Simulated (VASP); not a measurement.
ScAs4, 5 atoms in the cell. Symmetry: I4/mmm, No. 139, tetragonal system. The conventional cell has a = 8.534 Å, b = 8.534 Å, c = 3.224 Å, α = 90.00°, β = 90.00°, γ = 90.00°. Within 3.6 Å of Sc (site symmetry 4/mmm) lie 4 As at 2.70 Å and 2 Sc at 3.22 Å. Within 3.6 Å of As (site symmetry m2m) lie 1 Sc at 2.70 Å and 7 As at 2.74 to 3.22 Å. The cell was built from a structure type or drawn by symmetry, and may not be a known phase.

* Program: VASP 6.6.1
* Task: single point
* Functional: PBE
* Potentials or basis: VASP PAW PBE potentials, release 64 (Sc_sv, As)
* Cutoff: 500 eV
* k mesh: 10 × 10 × 10
* Occupations: gaussian, width 0.1 eV
* Spin: no spin polarisation
* Dipole correction: no
* Further INCAR settings: ALGO = Normal; EDIFF = 1e-06; NBANDS = 24

Potentials or basis: VASP PAW PBE potentials, release 64 (Sc_sv, As).

Launch:

```sh
$ cat potpaw_PBE.64/Sc_sv/POTCAR potpaw_PBE.64/As/POTCAR > POTCAR
$ mpirun -np 1 vasp_std > vasp.out
```

Hardware: 1 thread of Intel(R) Xeon(R) 6975P-C (Granite Rapids), with other jobs on the host.

Problem. Estimate the wall time of this run.

Solution. Wall time 2.8 min on 1 thread of Intel(R) Xeon(R) 6975P-C (Granite Rapids) (shared host), peak memory 0.47 GiB. Counts: scf iterations 14, k points 102.
